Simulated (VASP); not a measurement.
# Si4O in VASP: single point with PBE+D3(BJ)

Aim: the single point of Si4O with PBE+D3(BJ).

Everything below comes from runs of VASP 6.6.1. Logs are shortened: lines on timing, memory, paths and dates and some standing lists are left out, and cuts for length are marked.

## (1) The cell of the first run

The cell holds a slab with vacuum, 5 atoms: a = 3.833 Å, b = 3.833 Å, c = 21.203 Å, α = 90.00°, β = 90.00°, γ = 90.00°.

## (2) Single point, PBE+D3(BJ), collinear spin, ferromagnetic start

INCAR reads:

```
SYSTEM = Si4O
ALGO = Normal
DIPOL = 0.5 0.5 0.326
EDIFF = 1E-7
ENCUT = 520
GGA = PE
IDIPOL = 3
ISIF = 2
ISMEAR = 0
ISPIN = 2
IVDW = 12
LASPH = .True.
LCHARG = .True.
LDIPOL = .True.
LELF = .True.
LORBIT = 11
LREAL = .False.
LVACPOTAV = .True.
LVHAR = .True.
LWAVE = .False.
MAGMOM = 0 0 0 0 2
NBANDS = 23
NELM = 150
PREC = Accurate
SIGMA = 0.05
```

KPOINTS reads:

```
k-points
0
Gamma
  7 7 1
  0 0 0
```

POSCAR reads:

```
Si4O
1.0
    3.8333442603      0.0000000000      0.0000000000
    0.0000000000      3.8333442603      0.0000000000
    0.0000000000      0.0000000000     21.2034818054
Si O
4 1
Direct
    0.0000000000      0.5000000000      0.1886482624
    0.0000000000      0.0000000000      0.2525666261
    0.5000000000      0.0000000000      0.3191936744
    0.5000000000      0.5000000000      0.3821769405
    0.7500000000      0.7500000000      0.4859334849
```

Potentials or basis: VASP PAW PBE potentials, release 64 (Si, O).

On the command line:

```
cat potpaw_PBE.64/Si/POTCAR potpaw_PBE.64/O/POTCAR > POTCAR
mpirun -np 1 vasp_std > vasp.out
```

OUTCAR:

```text
SYSTEM = Si4O
   EDIFF = 1E-7
   ENCUT = 520
   GGA = PE
   ISIF = 2
   ISMEAR = 0
   ISPIN = 2
   IVDW = 12
   LASPH = .True.
   LORBIT = 11
   LREAL = .False.
   NELM = 150
   PREC = Accurate
 IVDW          = 12

 ion  position               nearest neighbor table
   1  0.000  0.500  0.189-   2 2.35   2 2.35
   2  0.000  0.000  0.253-   1 2.35   1 2.35   3 2.38   3 2.38
   3  0.500  0.000  0.319-   4 2.34   4 2.34   2 2.38   2 2.38
   4  0.500  0.500  0.382-   3 2.34   3 2.34
   5  0.750  0.750  0.486-

  LATTYP: Found a simple tetragonal cell.
 ALAT       =     3.8333442603
 C/A-ratio  =     5.5313273125

  Lattice vectors:

 A1 = (   3.8333442603,   0.0000000000,   0.0000000000)
 A2 = (   0.0000000000,   3.8333442603,   0.0000000000)
 A3 = (   0.0000000000,   0.0000000000,  21.2034818054)

Analysis of symmetry for initial positions (statically):
=====================================================================
 Subroutine PRICEL returns:
 Original cell was already a primitive cell.

 Routine SETGRP: Setting up the symmetry group for a
 simple tetragonal supercell.

 Subroutine GETGRP returns: Found  1 space group operations
 (whereof  1 operations were pure point group operations)
 out of a pool of 16 trial point group operations.

The static configuration has the point symmetry C_1 .

Analysis of symmetry for dynamics (positions and initial velocities):
=====================================================================
 Subroutine PRICEL returns:
 Original cell was already a primitive cell.

 Routine SETGRP: Setting up the symmetry group for a
 simple tetragonal supercell.

 Subroutine GETGRP returns: Found  1 space group operations
 (whereof  1 operations were pure point group operations)
 out of a pool of 16 trial point group operations.

The dynamic configuration has the point symmetry C_1 .

Analysis of structural, dynamic, and magnetic symmetry:
=====================================================================
 Subroutine PRICEL returns:
 Original cell was already a primitive cell.

 Routine SETGRP: Setting up the symmetry group for a
 simple tetragonal supercell.

 Subroutine GETGRP returns: Found  1 space group operations
 (whereof  1 operations were pure point group operations)
 out of a pool of 16 trial point group operations.

The overall configuration has the point symmetry C_1 .

 Subroutine INISYM returns: Found  1 space group operations
 (whereof  1 operations are pure point group operations),
 and found     1 'primitive' translations

----------------------------------------------------------------------------------------

                                     Primitive cell

  volume of cell :     311.5752

  direct lattice vectors                    reciprocal lattice vectors
     3.833344260  0.000000000  0.000000000     0.260868822  0.000000000  0.000000000
     0.000000000  3.833344260  0.000000000     0.000000000  0.260868822  0.000000000
     0.000000000  0.000000000 21.203481805     0.000000000  0.000000000  0.047162066

  length of vectors
     3.833344260  3.833344260 21.203481805     0.260868822  0.260868822  0.047162066

  position of ions in fractional coordinates (direct lattice)
     0.000000000  0.500000000  0.188648262
     0.000000000  0.000000000  0.252566626
     0.500000000  0.000000000  0.319193674
     0.500000000  0.500000000  0.382176941
     0.750000000  0.750000000  0.485933485

  ion indices of the primitive-cell ions
   primitive index   ion index
                 1           1
                 2           2
                 3           3
                 4           4
                 5           5

----------------------------------------------------------------------------------------

 KPOINTS: k-points

Automatic generation of k-mesh.
 Grid dimensions read from file:
 generate k-points for:    7    7    1

[... 22 lines left out ...]
  0.000000  0.142857  0.000000      2.000000
  0.285714  0.000000  0.000000      2.000000
  0.000000  0.285714  0.000000      2.000000
  0.428571  0.000000  0.000000      2.000000
[... 16 lines left out ...]
  0.285714  0.428571  0.000000      2.000000
  0.428571  0.428571  0.000000      2.000000
   k-points           NKPTS =     25   k-points in BZ     NKDIM =     25   number of bands    NBANDS=     23
   number of dos      NEDOS =    301   number of ions     NIONS =      5
   total plane-waves  NPLWV = 144000
   dimension x,y,z NGX =    30 NGY =   30 NGZ =  160
   dimension x,y,z NGXF=    60 NGYF=   60 NGZF=  320
   ions per type =               4   1
   NGX,Y,Z   is equivalent  to a cutoff of  13.01, 13.01, 12.54 a.u.
   NGXF,Y,Z  is equivalent  to a cutoff of  26.02, 26.02, 25.09 a.u.
 SYSTEM =  Si4O
   PREC   = accura    normal or accurate (medium, high low for compatibility)
   ISTART =      0    job   : 0-new  1-cont  2-samecut
   ICHARG =      2    charge: 1-file 2-atom 10-const
   ISPIN  =      2    spin polarized calculation?
   LNONCOLLINEAR =      F non collinear calculations
   LSORBIT =      F    spin-orbit coupling
   LASPH  =      T    aspherical Exc in radial PAW
   ENCUT  =  520.0 eV  38.22 Ry    6.18 a.u.   7.13  7.13 39.42*2*pi/ulx,y,z
   NELM   =    150;   NELMIN=  2; NELMDL= -5     # of ELM steps
   EDIFF  = 0.1E-06   stopping-criterion for ELM
   LREAL  =      F    real-space projection
   EDIFFG = 0.1E-05   stopping-criterion for IOM
   NSW    =      0    number of steps for IOM
   IBRION =     -1    ionic relax: 0-MD 1-quasi-New 2-CG
   NFREE  =      0    steps in history (QN), initial steepest desc. (CG)
   ISIF   =      2    stress and relaxation
   ISYM   =      2    0-nonsym 1-usesym 2-fastsym
   POTIM  = 0.5000    time-step for ionic-motion
   TEBEG  =    0.0;   TEEND  =   0.0 temperature during run
   PSTRESS=    0.0 pullay stress
   NELECT =      22.0000    total number of electrons
   NUPDOWN=      -1.0000    fix difference up-down
   EMIN   =  10.00;   EMAX   =-10.00  energy-range for DOS
   EFERMI =   0.00;   METHOD = LEGACY
   ISMEAR =     0;   SIGMA  =   0.05  broadening in eV -4-tet -1-fermi 0-gaus
   EFERMI_NEDOS =   21; number of points for ismear=-14 and -15
   IALGO  =     38    algorithm
   IMIX   =      4    mixing-type and parameters
     AMIX     =   0.40;   BMIX     =  1.00
     AMIX_MAG =   1.60;   BMIX_MAG =  1.00
  volume/ion in A,a.u.               =      62.32       420.52
  Fermi-wavevector in a.u.,A,eV,Ry     =   0.676646  1.278675  6.229423  0.457850
  Thomas-Fermi vector in A             =   1.754020
   LORBIT       =     11    0 simple, 1 ext, 2 COOP (PROOUT), +10 PAW based schemes
   GGA     = PE    functional components
   LHFCALC =     F    Hartree Fock is set to
   AEXX    =    0.0000 exact exchange contribution
   IVDW    =    12    specifies the selected vdW correction
   LEPSILON=     F    determine dielectric tensor
   LRPA    =     F    only Hartree local field effects (RPA)
 spin polarized calculation
 Gauss-broadening in eV      SIGMA  =   0.05
  energy-cutoff  :      520.00
  volume of cell :      311.58
 maximum number of plane-waves:      8422
 NGX is ok and might be reduce to    30
   NGX = 15   NGY = 15   NGZ = 79

 dipolmoment           0.000000      0.000000     -0.032100 electrons x Angstroem

 number of electron      22.0000007 magnetization       1.2820790

 dipolmoment           0.000000      0.000000      0.184202 electrons x Angstroem

 Free energy of the ion-electron system (eV)
  ---------------------------------------------------
  ext. energy  EPLUGINS =         0.00000000
  ---------------------------------------------------
  free energy    TOTEN  =       -21.13981933 eV

  energy without entropy =      -21.13666995  energy(sigma->0) =      -21.13824464

 E-fermi :  -3.0824     XC(G=0):  -3.7425

 val. band max:       -3.1090996974   @ k =   0.4286   0.4286   0.0000
 cond. band min:      -3.0667245458   @ k =  -0.2857   0.4286   0.0000
 fundamental gap:      0.0423751517
 Fermi energy:        -3.0824149740

 spin component 1

 k-point     1 :       0.0000    0.0000    0.0000
  band No.  band energies     occupation
      1     -20.2704      1.00000
      2     -14.1378      1.00000
      3     -11.9657      1.00000
      4      -8.6331      1.00000
      5      -6.0595      1.00000
      6      -5.7571      1.00000
[... 613 lines left out ...]
     22       5.7367      0.00000
     23       6.1319      0.00000

 [... further k-points ...]

 spin component 2

 k-point     1 :       0.0000    0.0000    0.0000
  band No.  band energies     occupation
      1     -17.9350      1.00000
      2     -14.1470      1.00000
      3     -11.9740      1.00000
      4      -8.6403      1.00000
      5      -5.2818      1.00000
      6      -5.1129      1.00000
[... 613 lines left out ...]
     22       5.7459      0.00000
     23       6.1470      0.00000

 [... further k-points ...]

------------------------ aborting loop because EDIFF is reached ----------------------------------------

 Edisp (eV)   -0.99975

 E8    (eV) :    -0.4255

  FORCE on cell =-STRESS in cart. coord.  units (eV):
  Direction    XX          YY          ZZ          XY          YZ          ZX
  --------------------------------------------------------------------------------------
  -------------------------------------------------------------------------------------
  Total      -4.83940    -1.39767    -5.16469    -0.85859    -2.08076    -1.60177
  in kB     -24.88508    -7.18706   -26.55780    -4.41502   -10.69966    -8.23658
  external pressure =      -19.54 kB  Pullay stress =        0.00 kB

 VOLUME and BASIS-vectors are now :
 -----------------------------------------------------------------------------
  energy-cutoff  :      520.00
  volume of cell :      311.58
      direct lattice vectors                 reciprocal lattice vectors
     3.833344260  0.000000000  0.000000000     0.260868822  0.000000000  0.000000000
     0.000000000  3.833344260  0.000000000     0.000000000  0.260868822  0.000000000
     0.000000000  0.000000000 21.203481805     0.000000000  0.000000000  0.047162066

 POSITION                                       TOTAL-FORCE (eV/Angst)
 -----------------------------------------------------------------------------------
      0.00000      1.91667      4.00000        -0.032267      0.048465     -0.112702
      0.00000      0.00000      5.35529         0.110795      0.096072      0.286033
      1.91667      0.00000      6.76802        -0.002879     -0.261178      0.179151
      1.91667      1.91667      8.10348         0.576489      1.011057      1.726580
      2.87501      2.87501     10.30348        -0.652137     -0.894415     -2.079063
 -----------------------------------------------------------------------------------
    total drift:                               -0.000021      0.000065     -0.000043

  FREE ENERGIE OF THE ION-ELECTRON SYSTEM (eV)
  ---------------------------------------------------
  free  energy   TOTEN  =       -22.1395706570 eV

  energy  without entropy=      -22.1364212805  energy(sigma->0) =      -22.13799597

 vacuum level on the upper side and lower side of the slab         4.600         2.331

 total charge

# of ion       s       p       d       tot
------------------------------------------
    1        0.865   0.721   0.000   1.586
    2        0.776   0.892   0.000   1.668
    3        0.776   0.893   0.000   1.669
    4        0.842   0.686   0.000   1.528
    5        1.617   2.989   0.000   4.606
--------------------------------------------------
tot          4.876   6.181   0.000  11.056

 magnetization (x)

# of ion       s       p       d       tot
------------------------------------------
    1        0.001  -0.005   0.000  -0.004
    2        0.001  -0.009   0.000  -0.008
    3        0.005  -0.006   0.000  -0.001
    4        0.005  -0.032   0.000  -0.026
    5        0.011   1.078   0.000   1.089
--------------------------------------------------
tot          0.023   1.027   0.000   1.050
```

Wall time 48 min (1 thread of Oxide Virtual Turin-like, shared host); peak memory 0.63 GiB.

What came out:

```
Free energy                                           : -22.1396 eV
Largest force                                         : 2.355 eV/Å
Net moment                                            : 1.28 μB per cell
Site moments                                          : Si -0.00, -0.01, -0.03 (each value once); O +1.09 μB
Valence electrons inside the program's atomic spheres : Si 1.59, 1.67, 1.53 (each value once); O 4.61
Dispersion energy per atom                            : -0.200 eV
```

Forces in eV/Å, atoms in the order of the input:
```
Si  -0.032  0.048 -0.113
Si   0.111  0.096  0.286
Si  -0.003 -0.261  0.179
Si   0.576  1.011  1.727
O   -0.652 -0.894 -2.079
```
